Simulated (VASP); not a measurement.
# Ti: single point with LDA

Crystal: Ti.

```xyz
2
Lattice="0.0000 2.6442 2.6442 2.6442 0.0000 2.6442 2.6442 2.6442 0.0000" Properties=species:S:1:pos:R:3 pbc="T T T"
Ti    0.6611    0.6611    0.6611
Ti    4.6274    4.6274    4.6274
```

This cell differs from its parent crystal: volume scaled by 0.96.

```
Program                : VASP 6.6.1
Task                   : single point
Functional             : LDA
Potentials or basis    : VASP PAW LDA potentials, release 64 (Ti_sv)
Cutoff                 : 520 eV
k mesh                 : 11 × 11 × 11
Occupations            : fermi-dirac, width 0.1 eV
Spin                   : no spin polarisation
Dipole correction      : no
Further INCAR settings : ALGO = Normal; EDIFF = 1e-07; NBANDS = 19
```

```yaml
Pressure: 2.2 GPa
Band_gap_on_the_k_mesh: zero (band 12 reaches 7.39 eV, above the bottom of band 13 at 6.87 eV)
```

Levels at points of the mesh, in eV from the Fermi level:
```
           k point  band 9  band 10  band 11  band 12  band 13  band 14  band 15  band 16
(0.00, 0.00, 0.00)   -5.15    -1.03    -1.03    -0.17    -0.17    -0.17     2.07     2.07
```

Wall time 15 s on 1 thread of Intel(R) Xeon(R) 6975P-C (Granite Rapids) (shared host), peak memory 0.15 GiB.
